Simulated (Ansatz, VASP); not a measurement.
Cu2Mo in VASP and in Ansatz

```
CELL_PARAMETERS angstrom
0.00000 3.38958 3.38958
3.38958 0.00000 3.38958
3.38958 3.38958 0.00000
ATOMIC_POSITIONS crystal
Cu 0.12500 0.12500 0.12500
Cu 0.62500 0.12500 0.12500
Cu 0.12500 0.12500 0.62500
Cu 0.12500 0.62500 0.12500
Mo 0.50000 0.50000 0.50000
Mo 0.75000 0.75000 0.75000
```

Alike in both runs: functional PBE; k mesh 10 × 10 × 10; occupations gaussian, width 0.1 eV; no spin polarisation.

Ansatz relaxed the structure, and its values are those at the end. VASP's run is a single point on that final structure, the one shown.

|  | VASP | Ansatz |
| --- | --- | --- |
| version | VASP 6.6.1 | Ansatz 0.2.0 |
| potentials or method | VASP PAW PBE potentials, release 64 (Cu, Mo_sv), cutoff 600 eV | scalar-relativistic, plane waves, PAW |
| valence electrons in the cell | 72 | 104 |

Ansatz gave:

- gap on the k mesh at the Fermi level (eV): none
- pressure (GPa): 0.0

Q: Which values does VASP return?

A: gap on the k mesh at the Fermi level (eV): none; pressure (GPa): 0.4.

A gap of «none» marks a metal or a gap that the smearing closes. The functional is the same, so the differences come from potentials, cutoffs and numerics. VASP's potentials hold 72 valence electrons a cell and Ansatz's 104, so a difference there can come from the potentials and not from the codes.
